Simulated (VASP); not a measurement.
Crystal: Co.

```
CELL_PARAMETERS angstrom
0.00000 1.76017 1.76017
1.76017 0.00000 1.76017
1.76017 1.76017 0.00000
ATOMIC_POSITIONS crystal
Co 0.00000 0.00000 0.00000
```

This isn't the form of Co at room conditions, which is hcp.

Base run:

```yaml
Program: VASP 6.6.1
Functional: PBE
Potentials_or_basis: VASP PAW PBE potentials, release 64 (Co)
Cutoff: 520 eV
k_mesh: 20 × 20 × 20
Occupations: gaussian, width 0.1 eV
Spin: collinear spin, ferromagnetic start
Starting_moments: "[1.88] μB"
```

Its results: net moment 1.64 μB per cell; site moments Co +1.66 μB.

The run is repeated on the same cell with these changes: functional from PBE to r2SCAN; moments at the start from [1.88] to [3.0]. What comes out?

Net moment 1.83 μB per cell; site moments Co +1.89 μB.
